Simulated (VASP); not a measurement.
# Sn (Im-3m) in VASP: further runs

Runs on Sn. Level: PBE. Tasks: single point, relaxation of cell and atoms.

All numbers are computed with VASP 6.6.1; they aren't measurements. Logs are shortened: lines on timing, memory, paths and dates and some standing lists are left out, and cuts for length are marked.

**1. The cell of the first run**

It takes space group Im-3m (No. 229, cubic). Conventional cell: a = 3.774 Å, b = 3.774 Å, c = 3.774 Å, α = 90.00°, β = 90.00°, γ = 90.00°. Within 4.3 Å of Sn (site symmetry m-3m) lie 14 Sn at 3.27 to 3.77 Å.

This isn't the form of Sn at room conditions, which is tetragonal (white tin).

**2. Single point, PBE (26.87 Å³/atom)**

INCAR

```
ALGO = Normal
EDIFF = 1E-7
ENCUT = 520
GGA = PE
ISIF = 2
ISMEAR = -1
LASPH = T
LCHARG = F
LREAL = F
LWAVE = F
NBANDS = 13
NELM = 80
PREC = Accurate
SIGMA = 0.05
```

KPOINTS

```
k-points
0
Gamma
  14 14 14
```

POSCAR

```
Sn
1.0
   -1.8868415219      1.8868415219      1.8868415219
    1.8868415219     -1.8868415219      1.8868415219
    1.8868415219      1.8868415219     -1.8868415219
Sn
1
Direct
    0.0000000000      0.0000000000      0.0000000000
```

Potentials or basis: VASP PAW PBE potentials, release 64 (Sn_d).

Command:

```console
cat potpaw_PBE.64/Sn_d/POTCAR > POTCAR
mpirun -np 1 vasp_std > vasp.out
```

OUTCAR:

```text
EDIFF = 1E-7
   ENCUT = 520
   GGA = PE
   ISIF = 2
   ISMEAR = -1
   LASPH = T
   LREAL = F
   NELM = 80
   PREC = Accurate

 ion  position               nearest neighbor table
   1  0.000  0.000  0.000-

  LATTYP: Found a body centered cubic cell.
 ALAT       =     3.7736830438

  Lattice vectors:

 A1 = (  -1.8868415219,   1.8868415219,   1.8868415219)
 A2 = (   1.8868415219,  -1.8868415219,   1.8868415219)
 A3 = (   1.8868415219,   1.8868415219,  -1.8868415219)

Analysis of symmetry for initial positions (statically):
=====================================================================
 Subroutine PRICEL returns:
 Original cell was already a primitive cell.

 Routine SETGRP: Setting up the symmetry group for a
 body centered cubic supercell.

 Subroutine GETGRP returns: Found 48 space group operations
 (whereof 48 operations were pure point group operations)
 out of a pool of 48 trial point group operations.

The static configuration has the point symmetry O_h .

Analysis of symmetry for dynamics (positions and initial velocities):
=====================================================================
 Subroutine PRICEL returns:
 Original cell was already a primitive cell.

 Routine SETGRP: Setting up the symmetry group for a
 body centered cubic supercell.

 Subroutine GETGRP returns: Found 48 space group operations
 (whereof 48 operations were pure point group operations)
 out of a pool of 48 trial point group operations.

The dynamic configuration has the point symmetry O_h .

 Subroutine INISYM returns: Found 48 space group operations
 (whereof 48 operations are pure point group operations),
 and found     1 'primitive' translations

----------------------------------------------------------------------------------------

                                     Primitive cell

  volume of cell :      26.8699

  direct lattice vectors                    reciprocal lattice vectors
    -1.886841522  1.886841522  1.886841522     0.000000000  0.264993108  0.264993108
     1.886841522 -1.886841522  1.886841522     0.264993108  0.000000000  0.264993108
     1.886841522  1.886841522 -1.886841522     0.264993108  0.264993108  0.000000000

  length of vectors
     3.268105382  3.268105382  3.268105382     0.374756848  0.374756848  0.374756848

  position of ions in fractional coordinates (direct lattice)
     0.000000000  0.000000000  0.000000000

  ion indices of the primitive-cell ions
   primitive index   ion index
                 1           1

----------------------------------------------------------------------------------------

 KPOINTS: k-points

Automatic generation of k-mesh.
 Grid dimensions read from file:
 generate k-points for:   14   14   14

 Generating k-lattice:

  Cartesian coordinates                     Fractional coordinates (reciprocal lattice)
     0.000000000  0.018928079  0.018928079     0.071428571  0.000000000  0.000000000
     0.018928079  0.000000000  0.018928079     0.000000000  0.071428571  0.000000000
     0.018928079  0.018928079  0.000000000     0.000000000  0.000000000  0.071428571

  Length of vectors
     0.026768346  0.026768346  0.026768346

  Shift w.r.t. Gamma in fractional coordinates (k-lattice)
     0.000000000  0.000000000  0.000000000

 Subroutine IBZKPT returns following result:
 ===========================================

 Found    104 irreducible k-points:

 Following reciprocal coordinates:
            Coordinates               Weight
  0.000000  0.000000  0.000000      1.000000
  0.071429  0.000000  0.000000     12.000000
  0.142857  0.000000  0.000000     12.000000
  0.214286  0.000000  0.000000     12.000000
  0.285714  0.000000  0.000000     12.000000
  0.357143  0.000000  0.000000     12.000000
[... 16 lines left out ...]
  0.285714  0.285714  0.000000     24.000000
  0.357143  0.285714 -0.000000     24.000000
 [... further k-points ...]
   k-points           NKPTS =    104   k-points in BZ     NKDIM =    104   number of bands    NBANDS=     13
   number of dos      NEDOS =    301   number of ions     NIONS =      1
   total plane-waves  NPLWV =  13824
   dimension x,y,z NGX =    24 NGY =   24 NGZ =   24
   dimension x,y,z NGXF=    48 NGYF=   48 NGZF=   48
   ions per type =               1
   NGX,Y,Z   is equivalent  to a cutoff of  12.21, 12.21, 12.21 a.u.
   NGXF,Y,Z  is equivalent  to a cutoff of  24.42, 24.42, 24.42 a.u.
 SYSTEM =  unknown system
   PREC   = accura    normal or accurate (medium, high low for compatibility)
   ISTART =      0    job   : 0-new  1-cont  2-samecut
   ICHARG =      2    charge: 1-file 2-atom 10-const
   ISPIN  =      1    spin polarized calculation?
   LNONCOLLINEAR =      F non collinear calculations
   LSORBIT =      F    spin-orbit coupling
   LASPH  =      T    aspherical Exc in radial PAW
   ENCUT  =  520.0 eV  38.22 Ry    6.18 a.u.   6.08  6.08  6.08*2*pi/ulx,y,z
   NELM   =     80;   NELMIN=  2; NELMDL= -5     # of ELM steps
   EDIFF  = 0.1E-06   stopping-criterion for ELM
   LREAL  =      F    real-space projection
   EDIFFG = 0.1E-05   stopping-criterion for IOM
   NSW    =      0    number of steps for IOM
   IBRION =     -1    ionic relax: 0-MD 1-quasi-New 2-CG
   NFREE  =      0    steps in history (QN), initial steepest desc. (CG)
   ISIF   =      2    stress and relaxation
   ISYM   =      2    0-nonsym 1-usesym 2-fastsym
   POTIM  = 0.5000    time-step for ionic-motion
   TEBEG  =    0.0;   TEEND  =   0.0 temperature during run
   PSTRESS=    0.0 pullay stress
   NELECT =      14.0000    total number of electrons
   NUPDOWN=      -1.0000    fix difference up-down
   EMIN   =  10.00;   EMAX   =-10.00  energy-range for DOS
   EFERMI =   0.00;   METHOD = LEGACY
   ISMEAR =    -1;   SIGMA  =   0.05  broadening in eV -4-tet -1-fermi 0-gaus
   EFERMI_NEDOS =   21; number of points for ismear=-14 and -15
   IALGO  =     38    algorithm
   IMIX   =      4    mixing-type and parameters
     AMIX     =   0.40;   BMIX     =  1.00
     AMIX_MAG =   1.60;   BMIX_MAG =  1.00
  volume/ion in A,a.u.               =      26.87       181.33
  Fermi-wavevector in a.u.,A,eV,Ry     =   1.317333  2.489398 23.611075  1.735365
  Thomas-Fermi vector in A             =   2.447381
   LORBIT       =      0    0 simple, 1 ext, 2 COOP (PROOUT), +10 PAW based schemes
   GGA     = PE    functional components
   LHFCALC =     F    Hartree Fock is set to
   AEXX    =    0.0000 exact exchange contribution
   IVDW    =     0    specifies the selected vdW correction
   LEPSILON=     F    determine dielectric tensor
   LRPA    =     F    only Hartree local field effects (RPA)
 non-spin polarized calculation
  energy-cutoff  :      520.00
  volume of cell :       26.87
 maximum number of plane-waves:       736
   NGX = 13   NGY = 13   NGZ = 13

 number of electron      13.9999991 magnetization

 Free energy of the ion-electron system (eV)
  ---------------------------------------------------
  ext. energy  EPLUGINS =         0.00000000
  ---------------------------------------------------
  free energy    TOTEN  =        -3.77891594 eV

  energy without entropy =       -3.77584961  energy(sigma->0) =       -3.77738278

 E-fermi :   8.2229     XC(G=0): -10.4223

 val. band max:        8.1451233829   @ k =  -0.2857   0.3571   0.1429
 cond. band min:       8.2423066926   @ k =   0.5000   0.5000   0.3571
 fundamental gap:      0.0971833096
 Fermi energy:         8.2229348854

 k-point     1 :       0.0000    0.0000    0.0000
  band No.  band energies     occupation
      1     -13.3422      2.00000
      2     -13.3422      2.00000
      3     -13.3422      2.00000
      4     -13.1988      2.00000
      5     -13.1988      2.00000
      6      -2.9404      2.00000
      7      16.3064      0.00000
      8      16.3064      0.00000
      9      16.3064      0.00000
     10      20.3697      0.00000
     11      20.3697      0.00000
     12      20.3697      0.00000
     13      21.0475      0.00000

 k-point     2 :       0.0714    0.0000    0.0000
  band No.  band energies     occupation
      1     -13.3445      2.00000
      2     -13.3387      2.00000
      3     -13.3311      2.00000
      4     -13.2015      2.00000
      5     -13.1992      2.00000
      6      -2.8280      2.00000
      7      15.3218      0.00000
      8      15.8530      0.00000
      9      16.1532      0.00000
     10      19.2410      0.00000
     11      19.5291      0.00000
     12      20.1336      0.00000
     13      21.6357      0.00000

 k-point     3 :       0.1429    0.0000    0.0000
  band No.  band energies     occupation
      1     -13.3511      2.00000
      2     -13.3299      2.00000
      3     -13.2999      2.00000
      4     -13.2083      2.00000
      5     -13.2001      2.00000
      6      -2.4906      2.00000
      7      13.2199      0.00000
      8      14.9076      0.00000
      9      15.7211      0.00000
     10      18.2528      0.00000
     11      18.6049      0.00000
     12      20.0248      0.00000
     13      21.9941      0.00000
[... 305 lines left out ...]
 k-point    23 :       0.2857    0.2857    0.0000
  band No.  band energies     occupation
      1     -13.3565      2.00000
      2     -13.2728      2.00000
      3     -13.2300      2.00000
      4     -13.2053      2.00000
      5     -13.1619      2.00000
      6       2.1429      2.00000
      7       5.6240      2.00000
      8       6.9715      2.00000
      9      12.4328      0.00000
     10      19.0159      0.00000
     11      19.7210      0.00000
     12      22.1769      0.00000
     13      24.8894      0.00000

 k-point    24 :       0.3571    0.2857   -0.0000
  band No.  band energies     occupation
      1     -13.3556      2.00000
      2     -13.2621      2.00000
      3     -13.2374      2.00000
      4     -13.1952      2.00000
      5     -13.1709      2.00000
      6       2.7326      2.00000
      7       5.2142      2.00000
      8       6.4676      2.00000
      9      12.3401      0.00000
     10      19.1390      0.00000
     11      20.4931      0.00000
     12      21.0312      0.00000
     13      25.0824      0.00000

 [... further k-points ...]

------------------------ aborting loop because EDIFF is reached ----------------------------------------

  FORCE on cell =-STRESS in cart. coord.  units (eV):
  Direction    XX          YY          ZZ          XY          YZ          ZX
  --------------------------------------------------------------------------------------
  -------------------------------------------------------------------------------------
  Total        0.2322542      0.2322542      0.2322542      0.0000000      0.0000000     -0.0000000
  in kB       13.8486624     13.8486624     13.8486624      0.0000000      0.0000000     -0.0000000
  external PRESSURE =      13.8486624 kB  Pullay stress =       0.0000000 kB

 VOLUME and BASIS-vectors are now :
 -----------------------------------------------------------------------------
  energy-cutoff  :      520.00
  volume of cell :       26.87
      direct lattice vectors                 reciprocal lattice vectors
    -1.886841522  1.886841522  1.886841522     0.000000000  0.264993108  0.264993108
     1.886841522 -1.886841522  1.886841522     0.264993108  0.000000000  0.264993108
     1.886841522  1.886841522 -1.886841522     0.264993108  0.264993108  0.000000000

 POSITION                                       TOTAL-FORCE (eV/Angst)
 -----------------------------------------------------------------------------------
      0.00000      0.00000      0.00000        -0.000000      0.000000      0.000000
 -----------------------------------------------------------------------------------
    total drift:                                0.000000      0.000000      0.000000

  FREE ENERGIE OF THE ION-ELECTRON SYSTEM (eV)
  ---------------------------------------------------
  free  energy   TOTEN  =        -3.7789159414 eV

  energy  without entropy=       -3.7758496105  energy(sigma->0) =       -3.77738278
```

Wall time 14 s (1 thread of Intel Xeon 8259CL, shared host); peak memory 0.16 GiB.

Results:

| Property | Result |
| --- | --- |
| Free energy | -3.7789 eV |
| Pressure | 1.4 GPa |
| Band gap on the k mesh | zero (bands 7 and 8 overlap by 10.53 eV) |

Caveat: spin-orbit coupling is left out, which moves the levels of the heavy elements.

**3. Single point, PBE**

INCAR

```
SYSTEM = Sn
PREC = Accurate
ENCUT = 520
EDIFF = 1E-7
ISMEAR = -1
SIGMA = 0.05
LREAL = .False.
LASPH = .True.
NELM = 80
ALGO = Normal
ISIF = 2
LWAVE = .False.
LCHARG = .False.
GGA = PE
NBANDS = 13
```

KPOINTS

```
regular mesh
0
Gamma
  14 14 14
  0 0 0
```

POSCAR is that of step 2.

Potentials or basis: VASP PAW PBE potentials, release 64 (Sn_d).

Command:

```console
cat potpaw_PBE.64/Sn_d/POTCAR > POTCAR
mpirun -np 1 vasp_std > vasp.out
```

Run time: 14 s. Hardware: 1 thread of Intel Xeon 8259CL, shared host; peak memory 0.16 GiB.

The run converged. Its results:

```
Free energy            : -3.7789 eV
Pressure               : 1.4 GPa
Band gap on the k mesh : zero (bands 7 and 8 overlap by 10.53 eV)
```

Levels at points of the mesh, in eV from the Fermi level:
```csv
k point,band 3,band 4,band 5,band 6,band 7,band 8,band 9,band 10,band 11,band 12
"(0.00, 0.00, 0.00)",-21.57,-21.42,-21.42,-11.16,8.08,8.08,8.08,12.15,12.15,12.15
"(0.50, 0.00, 0.00)",-21.43,-21.43,-21.34,-6.42,-4.47,3.65,5.49,8.03,8.30,15.08
"(0.50, 0.50, 0.50)",-21.36,-21.36,-21.36,-2.40,-0.48,-0.48,-0.48,3.84,3.84,18.27
```

Caveat: spin-orbit coupling is left out, which moves the levels of the heavy elements.

**4. Single point, PBE**

This run uses another cell than the first one, of 27.62 Å³/atom.

INCAR

```
PREC = Accurate ; ENCUT = 520
EDIFF = 1E-7 ; ISMEAR = -1
SIGMA = 0.05 ; LREAL = False
LASPH = True ; NELM = 100
ALGO = Normal ; ISIF = 2
LWAVE = False ; LCHARG = False
GGA = PE ; NBANDS = 13
```

KPOINTS

```
Automatic mesh
0
Gamma
  14 14 14
```

POSCAR

```
Sn
1.0
   -1.9041353309      1.9041353309      1.9041353309
    1.9041353309     -1.9041353309      1.9041353309
    1.9041353309      1.9041353309     -1.9041353309
Sn
1
Direct
    0.0000000000      0.0000000000      0.0000000000
```

Command:

```console
cat potpaw_PBE.64/Sn_d/POTCAR > POTCAR
mpirun -np 1 vasp_std > vasp.out
```

It took 33 s on 1 thread of Intel Xeon 8259CL, shared host; peak memory 0.18 GiB.

The run converged. Its results:

* Free energy: -3.7822 eV
* Pressure: 0.0 GPa
* Band gap on the k mesh: zero (bands 7 and 8 overlap by 10.19 eV)

Levels at points of the mesh, in eV from the Fermi level:
```csv
k point,band 5,band 6,band 7,band 8,band 9,band 10
"(0.00, 0.00, 0.00)",-21.41,-10.96,7.84,7.84,7.84,12.10
"(0.50, 0.00, 0.00)",-21.33,-6.38,-4.33,3.57,5.40,7.88
"(0.50, 0.50, 0.50)",-21.35,-2.55,-0.45,-0.45,-0.45,3.85
```

Caveat: spin-orbit coupling is left out, which moves the levels of the heavy elements.

**5. Relaxation of cell and atoms, PBE, target pressure 1.4 GPa, at which the enthalpy is minimised**

INCAR

```
SYSTEM = Sn
  ALGO = Normal
  EDIFF = 1E-6
  EDIFFG = -0.005
  ENCUT = 600
  GGA = PE
  IBRION = 2
  ISIF = 3
  ISMEAR = -1
  LASPH = .TRUE.
  LCHARG = .FALSE.
  LREAL = .FALSE.
  LWAVE = .FALSE.
  NELM = 100
  NSW = 60
  PREC = Accurate
  PSTRESS = 14.0
  SIGMA = 0.05
```

KPOINTS

```
k-points
0
G
  14 14 14
  0 0 0
```

POSCAR

```
Sn
1.0
   -1.8868415219      1.8868415219      1.8868415219
    1.8868415219     -1.8868415219      1.8868415219
    1.8868415219      1.8868415219     -1.8868415219
Sn
1
Direct
    0.0000000000      0.0000000000      0.0000000000
```

Command:

```console
cat potpaw_PBE.64/Sn_d/POTCAR > POTCAR
mpirun -np 1 vasp_std > vasp.out
```

It took 76 s on 1 thread of Intel Xeon 8259CL, shared host; peak memory 0.19 GiB.

Results (log left out):

| Item | Value |
| --- | --- |
| Free energy | -3.7791 eV |
| Relaxed volume | 26.88 Å³/atom |
| Relaxed cell | a = 3.269 Å, b = 3.269 Å, c = 3.269 Å, α = 109.47°, β = 109.47°, γ = 109.47° |
| Space group after relaxing (to 0.1 Å) | Im-3m (No. 229) |
| Energy change on relaxing (the run minimises the enthalpy) | -0.1 meV/atom |
| Ionic steps | 3 |
| Pressure after relaxing | 1.4 GPa |
| Band gap on the k mesh | zero (bands 7 and 8 overlap by 10.53 eV) |

Step by step:
```tsv
step	energy change (eV)	largest force (eV/Å)	pressure (GPa)	volume (Å³)
1	0.0000	0.0000	1.44	26.87
2	-0.0002	0.0000	1.34	26.90
3	-0.0001	0.0000	1.40	26.88
```

Final structure:
```
Sn
1.0
    -1.88712    1.88712    1.88712
     1.88712   -1.88712    1.88712
     1.88712    1.88712   -1.88712
Sn
1
Cartesian
  0.0000 0.0000 0.0000
```

Levels at points of the mesh, in eV from the Fermi level:
| k point | band 4 | band 5 | band 6 | band 7 | band 8 | band 9 | band 10 | band 11 |
| --- | --- | --- | --- | --- | --- | --- | --- | --- |
| (0.00, 0.00, 0.00) | -21.42 | -21.42 | -11.16 | 8.08 | 8.08 | 8.08 | 12.15 | 12.15 |
| (0.50, 0.00, 0.00) | -21.43 | -21.33 | -6.42 | -4.47 | 3.65 | 5.49 | 8.03 | 8.30 |
| (0.50, 0.50, 0.50) | -21.36 | -21.36 | -2.40 | -0.48 | -0.48 | -0.48 | 3.84 | 3.84 |

Caveat: the cell is relaxed towards a set pressure, so the run minimises the enthalpy, not the energy; spin-orbit coupling is left out, which moves the levels of the heavy elements.

(Part 1 of 2 ends here.)
